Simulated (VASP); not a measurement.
# TiAl3 (Amm2) in VASP: a series of runs, part 2 of 2

VASP 6.6.1. The steps go on from the part before.

**3. Single point, PBEsol (atoms displaced along several vibrational modes)**

The input, INCAR:

```
SYSTEM = TiAl3
PREC     = Accurate       ! precision mode
ENCUT    = 550            ! plane-wave cutoff, eV
EDIFF    = 1E-6           ! SCF threshold, eV
ISMEAR   = 0              ! smearing method
SIGMA    = 0.15           ! smearing width, eV
LREAL    = .False.        ! projectors in reciprocal space
LASPH    = .True.         ! aspherical terms in the spheres
NELM     = 300            ! most SCF steps
ALGO     = All            ! electronic algorithm
ISIF     = 2              ! what is computed and relaxed
LWAVE    = .False.        ! write WAVECAR
LCHARG   = .False.        ! write CHGCAR
GGA      = PS             ! functional
NBANDS   = 31             ! bands
GGA_COMPAT= .False.      
ISEARCH  = 1            
KPAR     = 4
```

The input, KPOINTS:

```
Automatic mesh
0
Gamma
  10 8 8
  0 0 0
```

The input, POSCAR:

```
TiAl3
1.0
   -3.9479576782      0.0000000000      0.0000000000
    0.0000000000      3.9479576782      3.9479576782
    0.0000000000      3.9479576782     -3.9479576782
Ti Al
2 6
Direct
    0.0000000000     -0.0067883200     -0.0067883200
    0.0000000000      0.5067883200      0.5067883200
    0.5000000000      0.7268234598      0.7731765402
    0.5000000000      0.2731765402      0.2268234598
    0.5000000000      0.7268234598      0.2268234598
    0.5000000000      0.2731765402      0.7731765402
    1.0000000000      0.4954009883      0.0045990117
    1.0000000000      0.0045990117      0.4954009883
```

Potentials or basis: VASP PAW PBE potentials, release 64 (Ti_sv, Al).

Launch:

```bash
$ cat potpaw_PBE.64/Ti_sv/POTCAR potpaw_PBE.64/Al/POTCAR > POTCAR
$ mpirun -np 4 vasp_std > vasp.out
```

OUTCAR:

```text
SYSTEM = TiAl3
   PREC = Accurate
   ENCUT = 550
   EDIFF = 1E-6
   ISMEAR = 0
   LREAL = .False.
   LASPH = .True.
   NELM = 300
   ISIF = 2
   GGA = PS

 ion  position               nearest neighbor table
   1  0.000  0.993  0.993-   3 2.76   3 2.76   8 2.78   7 2.78   5 2.79   5 2.79   6 2.80   6 2.80
                             7 2.80   8 2.80   4 2.84   4 2.84
   2  0.000  0.507  0.507-   3 2.76   3 2.76   8 2.78   7 2.78   6 2.79   6 2.79   5 2.80   5 2.80
                             8 2.80   7 2.80   4 2.84   4 2.84
   3  0.500  0.727  0.773-   5 2.53   6 2.53   7 2.69   7 2.69   1 2.76   1 2.76   2 2.76   2 2.76
                             8 2.95   8 2.95   6 3.05   5 3.05
   4  0.500  0.273  0.227-   5 2.53   6 2.53   7 2.64   7 2.64   1 2.84   1 2.84   2 2.84   2 2.84
                             8 2.90   8 2.90   6 3.05   5 3.05
   5  0.500  0.727  0.227-   3 2.53   4 2.53   7 2.67   7 2.67   1 2.79   1 2.79   2 2.80   2 2.80
                             8 2.92   8 2.92   4 3.05   3 3.05
   6  0.500  0.273  0.773-   3 2.53   4 2.53   7 2.67   7 2.67   2 2.79   2 2.79   1 2.80   1 2.80
                             8 2.92   8 2.92   4 3.05   3 3.05
   7  0.000  0.495  0.005-   4 2.64   4 2.64   6 2.67   5 2.67   5 2.67   6 2.67   3 2.69   3 2.69
[... 214 lines left out ...]
      4     -24.0644      2.00000
      5     -24.0577      2.00000
      6     -24.0547      2.00000
[... 805 lines left out ...]
     30      11.8100      0.00000
     31      12.5783      0.00000

 [... further k-points ...]

------------------------ aborting loop because EDIFF is reached ----------------------------------------

  FORCE on cell =-STRESS in cart. coord.  units (eV):
  Direction    XX          YY          ZZ          XY          YZ          ZX
  --------------------------------------------------------------------------------------
  -------------------------------------------------------------------------------------
  Total        0.9603168      2.5896696      2.4117815      0.0000000      0.0000000      0.0000000
  in kB       12.5019470     33.7137829     31.3979349      0.0000000      0.0000000      0.0000000
  external PRESSURE =      25.8712216 kB  Pullay stress =       0.0000000 kB

 VOLUME and BASIS-vectors are now :
 -----------------------------------------------------------------------------
  energy-cutoff  :      550.00
  volume of cell :      123.07
      direct lattice vectors                 reciprocal lattice vectors
    -3.947957678  0.000000000  0.000000000    -0.253295522  0.000000000  0.000000000
     0.000000000  3.947957678  3.947957678     0.000000000  0.126647761  0.126647761
     0.000000000  3.947957678 -3.947957678     0.000000000  0.126647761 -0.126647761

 POSITION                                       TOTAL-FORCE (eV/Angst)
 -----------------------------------------------------------------------------------
      0.00000      7.84232      0.00000         0.000000      0.299274      0.039378
      0.00000      4.00156      0.00000         0.000000     -0.299274      0.039378
     -1.97398      5.92194     -0.18300         0.000000      0.000000      1.736055
     -1.97398      1.97398      0.18300         0.000000      0.000000     -1.840110
     -1.97398      3.76496      1.97398         0.000000      1.786650     -0.018086
     -1.97398      4.13096     -1.97398         0.000000     -1.786650     -0.018086
      0.00000      1.97398      1.93767         0.000000      0.000000      0.142102
      0.00000      1.97398     -1.93767         0.000000      0.000000     -0.080632
 -----------------------------------------------------------------------------------
    total drift:                               -0.000000      0.000000      0.000063

  FREE ENERGIE OF THE ION-ELECTRON SYSTEM (eV)
  ---------------------------------------------------
  free  energy   TOTEN  =       -43.6271887217 eV

  energy  without entropy=      -43.5826951646  energy(sigma->0) =      -43.60494194
```

OSZICAR:

```text
N       E                     dE             d eps       ncg     rms           ort
DAV:   1     0.349185359727E+03    0.34919E+03   -0.20280E+04  3906   0.146E+03
DAV:   2    -0.102163740106E+02   -0.35940E+03   -0.34870E+03  3906   0.383E+02
DAV:   3    -0.454453388227E+02   -0.35229E+02   -0.34317E+02  3906   0.104E+02
DAV:   4    -0.482227124155E+02   -0.27774E+01   -0.27442E+01  3906   0.241E+01
DAV:   5    -0.483550666793E+02   -0.13235E+00   -0.13230E+00  3906   0.435E+00
SDA:   6    -0.277432817064E+02    0.20612E+02   -0.13230E+00  3906   0.943E+02   0.000E+00
CGA:   7    -0.405582892461E+02   -0.12815E+02   -0.11893E+02  3906   0.128E+02   0.137E+01
CGA:   8    -0.428391343167E+02   -0.22808E+01   -0.22550E+01  3906   0.404E+01  -0.495E+00
CGA:   9    -0.433229407081E+02   -0.48381E+00   -0.48345E+00  3906   0.985E+00   0.518E-02
CGA:  10    -0.435197855223E+02   -0.19684E+00   -0.19681E+00  3906   0.498E+00   0.479E-03
CGA:  11    -0.435850587779E+02   -0.65273E-01   -0.65189E-01  3906   0.105E+00  -0.750E-03
CGA:  12    -0.436075795964E+02   -0.22521E-01   -0.22534E-01  3906   0.679E-01  -0.365E-03
[... 14 lines left out ...]
CGA:  27    -0.436271882768E+02   -0.10050E-05   -0.10734E-05  3906   0.183E-05  -0.345E-06
CGA:  28    -0.436271887217E+02   -0.44489E-06   -0.44144E-06  3906   0.168E-05   0.818E-07
   1 F= -.43627189E+02 E0= -.43604942E+02  d E =-.444936E-01
```

Run time: 3.5 min. Hardware: 4 MPI ranks of Intel Xeon Platinum 8259CL at 2.50GHz (Skylake/Cascade Lake), shared host; peak memory 0.98 GiB.

What came out:

```yaml
Free_energy: -43.6272 eV
Pressure: 2.6 GPa
Largest_force: 1.840 eV/Å
Band_gap_on_the_k_mesh: zero (bands 21 and 22 overlap by 0.52 eV)
```

Forces on the atoms (eV/Å):
```
Ti   0.000  0.299  0.039
Ti   0.000 -0.299  0.039
Al   0.000  0.000  1.736
Al   0.000  0.000 -1.840
Al   0.000  1.787 -0.018
Al   0.000 -1.787 -0.018
Al   0.000  0.000  0.142
Al   0.000  0.000 -0.081
```

Caveat: the cell differs from its parent crystal (atoms displaced along several vibrational modes); the PAW data sets were made with another functional, which shifts forces and pressure a little.
